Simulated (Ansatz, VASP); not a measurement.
Ta: VASP beside Ansatz

```
Ta
1.0
    -1.50134    1.50134    2.14916
     1.50134   -1.50134    2.14916
     1.50134    1.50134   -2.14916
Ta
1
Direct
  0.00000 0.00000 0.00000
```

Alike in both runs: task single point; functional PBE; k mesh 20 × 20 × 20; occupations gaussian, width 0.15 eV; no spin polarisation.

```csv
,VASP,Ansatz
version,VASP 6.6.1,Ansatz 0.2.0
potentials or method,"VASP PAW PBE potentials, release 64 (Ta_pv), cutoff 520 eV","scalar-relativistic, plane waves, PAW"
valence electrons in the cell,11,13
```

```csv
,VASP,Ansatz,Ansatz less VASP
gap on the k mesh at the Fermi level (eV),none,none,-
pressure (GPa),-5.1,-5.2,-0.02
"traceless stress, the component that is largest in VASP (GPa)",0.70,0.69,-0.006
```

A gap of «none» marks a metal or a gap that the smearing closes. The functional is the same, so the differences come from potentials, cutoffs and numerics. VASP's potentials hold 11 valence electrons a cell and Ansatz's 13, so a difference there can come from the potentials and not from the codes.

Spin-orbit coupling is off throughout.
